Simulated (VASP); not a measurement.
Tl: single point with r2SCAN

The system is Tl.

```
Tl
1.0
    -1.89247    1.89247    1.94100
     1.89247   -1.89247    1.94100
     1.89247    1.89247   -1.94100
Tl
1
Direct
  0.00000 0.00000 0.00000
```

This cell differs from its parent crystal: strain -0.025 along x and y, +0.000 along z.

```json
{
  "Program": "VASP 6.6.1",
  "Task": "single point",
  "Functional": "r2SCAN",
  "Potentials or basis": "VASP PAW PBE potentials, release 64 (Tl_d)",
  "Cutoff": "520 eV",
  "k mesh": "18 × 18 × 18",
  "Occupations": "gaussian, width 0.15 eV",
  "Spin": "no spin polarisation",
  "Dipole correction": "no",
  "Further INCAR settings": "ALGO = Normal; EDIFF = 1e-06; NBANDS = 12"
}
```

The pressure is 3.0 GPa. The band gap on the k mesh is zero (an odd number of electrons rules out a gap without spin polarisation).

Stress tensor (GPa, compression positive):
```
3.14 0.00 0.00
0.00 3.14 0.00
0.00 0.00 2.71
```

Levels at points of the mesh, in eV from the Fermi level:
```
           k point  band 2  band 3  band 4  band 5  band 6  band 7  band 8  band 9  band 10  band 11
(0.00, 0.00, 0.00)  -12.36  -12.32  -11.89  -11.85  -10.71   11.27   11.47   11.47    12.87    13.23
(0.50, 0.00, 0.00)  -12.52  -11.92  -11.86  -11.55   -5.35   -2.98    6.20    7.72    11.05    12.14
(0.50, 0.50, 0.00)  -12.53  -11.87  -11.85  -11.54   -5.19   -2.90    5.84    7.27    10.59    11.75
(0.50, 0.50, 0.50)  -12.57  -11.64  -11.62  -11.62   -1.60    1.08    1.59    1.59     6.89     7.18
```

Run time: 4.1 min on 1 thread of Intel(R) Xeon(R) 6975P-C (Granite Rapids), on a shared host, peak memory 0.29 GiB.

Caveat: the cell differs from its parent crystal (strain -0.025 along x and y, +0.000 along z); the PAW data sets were made with another functional, which shifts forces and pressure a little; spin-orbit coupling is left out, which moves the levels of the heavy elements.
